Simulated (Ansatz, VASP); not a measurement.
**Si2Ni: VASP beside Ansatz**

```xyz
3
Lattice="0.0000 2.7241 2.7241 2.7241 0.0000 2.7241 2.7241 2.7241 0.0000" Properties=species:S:1:pos:R:3 pbc="T T T"
Si    1.3621    1.3621    1.3621
Si    4.0862    4.0862    4.0862
Ni    0.0000    0.0000    0.0000
```

Alike in both runs: functional PBE; k mesh 6 × 6 × 6; occupations gaussian, width 0.1 eV; no spin polarisation.

Ansatz relaxed the structure, and its values are those at the end. VASP's run is a single point on that final structure, the one shown.

```csv
,VASP,Ansatz
version,VASP 6.6.1,Ansatz 0.2.0
potentials or method,"VASP PAW PBE potentials, release 64 (Si, Ni), cutoff 520 eV","scalar-relativistic, plane waves, PAW"
valence electrons in the cell,18,26
```

Ansatz gave:

* gap on the k mesh at the Fermi level (eV): none
* pressure (GPa): 0.2

Task: What did VASP give for the same quantities?

Result: gap on the k mesh at the Fermi level (eV): none; pressure (GPa): 0.1.

A gap of «none» marks a metal or a gap that the smearing closes. VASP's potentials hold 18 valence electrons a cell and Ansatz's 26, so a difference there can come from the potentials and not from the codes.
